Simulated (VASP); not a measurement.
# SnSe2 (P-3m1) in VASP: single point with LDA

Aim: the single point of SnSe2 with LDA.

Everything below comes from runs of VASP 6.6.1. Logs are shortened: lines on timing, memory, paths and dates and some standing lists are left out, and cuts for length are marked.

## Step 1: The cell of the first run

It takes space group P-3m1 (No. 164, trigonal). Conventional cell: a = 3.811 Å, b = 3.811 Å, c = 6.136 Å, α = 90.00°, β = 90.00°, γ = 120.00°. Within 3.5 Å of Sn (site symmetry -3m) lie 6 Se at 2.68 Å. Within 3.5 Å of Se (site symmetry 3m) lie 3 Sn at 2.68 Å.

## Step 2: Single point, LDA

Input file INCAR:

```
SYSTEM = SnSe2
PREC = Accurate ; ENCUT = 500
EDIFF = 1E-6 ; ISMEAR = 0
SIGMA = 0.01 ; LREAL = .FALSE.
LASPH = .TRUE. ; NELM = 120
ALGO = Normal ; ISIF = 2
LWAVE = .FALSE. ; LCHARG = .TRUE.
LELF = .TRUE. ; LVHAR = .TRUE.
NBANDS = 20 ; GGA_COMPAT = .FALSE.
```

Input file KPOINTS:

```
regular mesh
0
G
  2 2 1
  0 0 0
```

Input file POSCAR:

```
SnSe2
1.0
    3.8110000000      0.0000000000      0.0000000000
   -1.9055000000      3.3004230000      0.0000000000
    0.0000000000      0.0000000000      6.1360000000
Sn Se
1 2
Direct
    0.0000000000      0.0000000000      0.0000000000
    0.3333333333      0.6666666667      0.2490000000
    0.6666666667      0.3333333333      0.7510000000
```

Potentials or basis: VASP PAW LDA potentials, release 64 (Sn_d, Se).

Command:

```sh
$ cat potpaw_LDA.64/Sn_d/POTCAR potpaw_LDA.64/Se/POTCAR > POTCAR
$ mpirun -np 1 vasp_std > vasp.out
```

OUTCAR:

```text
SYSTEM = SnSe2
   PREC = Accurate
   ENCUT = 500
   EDIFF = 1E-6
   ISMEAR = 0
   LREAL = .FALSE.
   LASPH = .TRUE.
   NELM = 120
   ISIF = 2

 ion  position               nearest neighbor table
   1  0.000  0.000  0.000-   2 2.68   3 2.68   3 2.68   2 2.68   3 2.68   2 2.68
   2  0.333  0.667  0.249-   1 2.68   1 2.68   1 2.68
   3  0.667  0.333  0.751-   1 2.68   1 2.68   1 2.68

  LATTYP: Found a hexagonal cell.
 ALAT       =     3.8110000000
 C/A-ratio  =     1.6100760955

  Lattice vectors:

 A1 = (   3.8110000000,   0.0000000000,   0.0000000000)
 A2 = (  -1.9055000000,   3.3004230000,   0.0000000000)
 A3 = (   0.0000000000,   0.0000000000,   6.1360000000)

Analysis of symmetry for initial positions (statically):
=====================================================================
 Subroutine PRICEL returns:
 Original cell was already a primitive cell.

 Routine SETGRP: Setting up the symmetry group for a
 hexagonal supercell.

 Subroutine GETGRP returns: Found 12 space group operations
 (whereof 12 operations were pure point group operations)
 out of a pool of 24 trial point group operations.

The static configuration has the point symmetry D_3d.

Analysis of symmetry for dynamics (positions and initial velocities):
=====================================================================
 Subroutine PRICEL returns:
 Original cell was already a primitive cell.

 Routine SETGRP: Setting up the symmetry group for a
 hexagonal supercell.

 Subroutine GETGRP returns: Found 12 space group operations
 (whereof 12 operations were pure point group operations)
 out of a pool of 24 trial point group operations.

The dynamic configuration has the point symmetry D_3d.

 Subroutine INISYM returns: Found 12 space group operations
 (whereof 12 operations are pure point group operations),
 and found     1 'primitive' translations

----------------------------------------------------------------------------------------

                                     Primitive cell

  volume of cell :      77.1781

  direct lattice vectors                    reciprocal lattice vectors
     3.811000000  0.000000000  0.000000000     0.262398321  0.151495733  0.000000000
    -1.905500000  3.300423000  0.000000000     0.000000000  0.302991465  0.000000000
     0.000000000  0.000000000  6.136000000     0.000000000  0.000000000  0.162972621

  length of vectors
     3.811000000  3.811000161  6.136000000     0.302991478  0.302991465  0.162972621

  position of ions in fractional coordinates (direct lattice)
     0.000000000  0.000000000  0.000000000
     0.333333333  0.666666667  0.249000000
     0.666666667  0.333333333  0.751000000

  ion indices of the primitive-cell ions
   primitive index   ion index
                 1           1
                 2           2
                 3           3

----------------------------------------------------------------------------------------

 KPOINTS: regular mesh

Automatic generation of k-mesh.
 Grid dimensions read from file:
 generate k-points for:    2    2    1

 Generating k-lattice:

  Cartesian coordinates                     Fractional coordinates (reciprocal lattice)
     0.131199160  0.075747866  0.000000000     0.500000000  0.000000000  0.000000000
     0.000000000  0.151495733  0.000000000     0.000000000  0.500000000  0.000000000
     0.000000000  0.000000000  0.162972621     0.000000000  0.000000000  1.000000000

  Length of vectors
     0.151495739  0.151495733  0.162972621

  Shift w.r.t. Gamma in fractional coordinates (k-lattice)
     0.000000000  0.000000000  0.000000000

 Subroutine IBZKPT returns following result:
 ===========================================

 Found      2 irreducible k-points:

 Following reciprocal coordinates:
            Coordinates               Weight
  0.000000  0.000000  0.000000      1.000000
  0.500000  0.000000  0.000000      3.000000
   k-points           NKPTS =      2   k-points in BZ     NKDIM =      2   number of bands    NBANDS=     20
   number of dos      NEDOS =    301   number of ions     NIONS =      3
   total plane-waves  NPLWV =  37632
   dimension x,y,z NGX =    28 NGY =   28 NGZ =   48
   dimension x,y,z NGXF=    56 NGYF=   56 NGZF=   96
   ions per type =               1   2
   NGX,Y,Z   is equivalent  to a cutoff of  12.21, 12.21, 13.00 a.u.
   NGXF,Y,Z  is equivalent  to a cutoff of  24.43, 24.43, 26.01 a.u.
 SYSTEM =  SnSe2
   PREC   = accura    normal or accurate (medium, high low for compatibility)
   ISTART =      0    job   : 0-new  1-cont  2-samecut
   ICHARG =      2    charge: 1-file 2-atom 10-const
   ISPIN  =      1    spin polarized calculation?
   LNONCOLLINEAR =      F non collinear calculations
   LSORBIT =      F    spin-orbit coupling
   LASPH  =      T    aspherical Exc in radial PAW
   ENCUT  =  500.0 eV  36.75 Ry    6.06 a.u.   6.95  6.95 11.19*2*pi/ulx,y,z
   NELM   =    120;   NELMIN=  2; NELMDL= -5     # of ELM steps
   EDIFF  = 0.1E-05   stopping-criterion for ELM
   LREAL  =      F    real-space projection
   EDIFFG = 0.1E-04   stopping-criterion for IOM
   NSW    =      0    number of steps for IOM
   IBRION =     -1    ionic relax: 0-MD 1-quasi-New 2-CG
   NFREE  =      0    steps in history (QN), initial steepest desc. (CG)
   ISIF   =      2    stress and relaxation
   ISYM   =      2    0-nonsym 1-usesym 2-fastsym
   POTIM  = 0.5000    time-step for ionic-motion
   TEBEG  =    0.0;   TEEND  =   0.0 temperature during run
   PSTRESS=    0.0 pullay stress
   NELECT =      26.0000    total number of electrons
   NUPDOWN=      -1.0000    fix difference up-down
   EMIN   =  10.00;   EMAX   =-10.00  energy-range for DOS
   EFERMI =   0.00;   METHOD = LEGACY
   ISMEAR =     0;   SIGMA  =   0.01  broadening in eV -4-tet -1-fermi 0-gaus
   EFERMI_NEDOS =   21; number of points for ismear=-14 and -15
   IALGO  =     38    algorithm
   IMIX   =      4    mixing-type and parameters
     AMIX     =   0.40;   BMIX     =  1.00
     AMIX_MAG =   1.60;   BMIX_MAG =  1.00
  volume/ion in A,a.u.               =      25.73       173.61
  Fermi-wavevector in a.u.,A,eV,Ry     =   1.139116  2.152617 17.654721  1.297585
  Thomas-Fermi vector in A             =   2.275820
   LORBIT       =      0    0 simple, 1 ext, 2 COOP (PROOUT), +10 PAW based schemes
   GGA     = CA    functional components
   LHFCALC =     F    Hartree Fock is set to
   AEXX    =    0.0000 exact exchange contribution
   IVDW    =     0    specifies the selected vdW correction
   LEPSILON=     F    determine dielectric tensor
   LRPA    =     F    only Hartree local field effects (RPA)
 non-spin polarized calculation
 Gauss-broadening in eV      SIGMA  =   0.01
  energy-cutoff  :      500.00
  volume of cell :       77.18
 maximum number of plane-waves:      1958
 NGX is ok and might be reduce to    28
   NGX = 13   NGY = 13   NGZ = 23

 number of electron      26.0000008 magnetization

 Free energy of the ion-electron system (eV)
  ---------------------------------------------------
  ext. energy  EPLUGINS =         0.00000000
  ---------------------------------------------------
  free energy    TOTEN  =       -12.04061929 eV

  energy without entropy =      -12.04061929  energy(sigma->0) =      -12.04061929

 E-fermi :   4.2188     XC(G=0):  -9.7435

 val. band max:        4.1556824252   @ k =   0.0000   0.0000   0.0000
 cond. band min:       4.9714056802   @ k =   0.0000   0.0000   0.0000
 fundamental gap:      0.8157232550
 Fermi energy:         4.2187732408

 k-point     1 :       0.0000    0.0000    0.0000
  band No.  band energies     occupation
      1     -17.2018      2.00000
      2     -17.1921      2.00000
      3     -17.1921      2.00000
      4     -17.1455      2.00000
      5     -17.1455      2.00000
      6      -9.8815      2.00000
[... 12 lines left out ...]
     19      13.0542      0.00000
     20      13.0542      0.00000

 k-point     2 :       0.5000    0.0000    0.0000
  band No.  band energies     occupation
      1     -17.2610      2.00000
      2     -17.1916      2.00000
      3     -17.1819      2.00000
      4     -17.1425      2.00000
      5     -17.0997      2.00000
      6      -8.1521      2.00000
[... 12 lines left out ...]
     19      13.9686      0.00000
     20      14.6436      0.00000

------------------------ aborting loop because EDIFF is reached ----------------------------------------

  FORCE on cell =-STRESS in cart. coord.  units (eV):
  Direction    XX          YY          ZZ          XY          YZ          ZX
  --------------------------------------------------------------------------------------
  -------------------------------------------------------------------------------------
  Total        3.5409640      3.5409644     -0.2417694      0.0000000     -0.0000000      0.0000000
  in kB       73.5086059     73.5086142     -5.0190103      0.0000000     -0.0000000      0.0000000
  external PRESSURE =      47.3327366 kB  Pullay stress =       0.0000000 kB

 VOLUME and BASIS-vectors are now :
 -----------------------------------------------------------------------------
  energy-cutoff  :      500.00
  volume of cell :       77.18
      direct lattice vectors                 reciprocal lattice vectors
     3.811000000  0.000000000  0.000000000     0.262398321  0.151495733  0.000000000
    -1.905500000  3.300423000  0.000000000     0.000000000  0.302991465  0.000000000
     0.000000000  0.000000000  6.136000000     0.000000000  0.000000000  0.162972621

 POSITION                                       TOTAL-FORCE (eV/Angst)
 -----------------------------------------------------------------------------------
      0.00000      0.00000      0.00000        -0.000000      0.000000      0.000000
     -0.00000      2.20028      1.52786        -0.000000      0.000000      1.235896
      1.90550      1.10014      4.60814         0.000000     -0.000000     -1.235896
 -----------------------------------------------------------------------------------
    total drift:                                0.000000      0.000000      0.000000

  FREE ENERGIE OF THE ION-ELECTRON SYSTEM (eV)
  ---------------------------------------------------
  free  energy   TOTEN  =       -12.0406192872 eV

  energy  without entropy=      -12.0406192872  energy(sigma->0) =      -12.04061929
```

It took 9.8 s on 1 thread of Intel Xeon 8259CL, shared host; peak memory 0.15 GiB.

Results:

| Item | Value |
| --- | --- |
| Free energy | -12.0406 eV |
| Pressure | 4.7 GPa |
| Largest force | 1.236 eV/Å |
| Band gap on the k mesh | 0.82 eV, direct |

Forces on the atoms (eV/Å):
```
Sn   0.000  0.000  0.000
Se   0.000  0.000  1.236
Se   0.000  0.000 -1.236
```

Stress tensor (GPa, compression positive):
```
 7.35  0.00  0.00
 0.00  7.35  0.00
 0.00  0.00 -0.50
```

Caveat: the k points lie up to 1.02 Å⁻¹ apart; spin-orbit coupling is left out, which moves the levels of the heavy elements; forces of over 1 eV/Å act on the atoms, so gaps and moduli don't describe the material at rest.
